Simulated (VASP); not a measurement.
Zn7S7, 14 atoms in the cell. The cell holds a cluster in a box, 14 atoms: a = 14.300 Å, b = 13.200 Å, c = 16.200 Å, α = 90.00°, β = 90.00°, γ = 90.00°. 

- Program: VASP 6.6.1
- Task: single point
- Functional: PBE
- Potentials or basis: VASP PAW PBE potentials, release 64 (Zn, S)
- Cutoff: 520 eV
- k mesh: 1 × 1 × 1
- Occupations: gaussian, width 0.05 eV
- Spin: collinear spin
- Starting moments: [0.4, 0.4, 0.4, 0.4, 0.4, 0.4, 0.4, 0.4, 0.4, 0.4, 0.4, 0.4, 0.4, 0.4] μB
- Dipole correction: no
- Further INCAR settings: ALGO = Normal; EDIFF = 1e-06; NBANDS = 80

Potentials or basis: VASP PAW PBE potentials, release 64 (Zn, S).

Command:

```console
$ cat potpaw_PBE.64/Zn/POTCAR potpaw_PBE.64/S/POTCAR > POTCAR
$ mpirun -np 1 vasp_gam > vasp.out
```

Hardware: 1 thread of Intel Xeon 8259CL (shared host).

**Question.** How long does it take, and how much memory?

**Answer.** Wall time 52 min on 1 thread of Intel Xeon 8259CL (shared host), peak memory 2.9 GiB. Counts: scf iterations 33, k points 1.
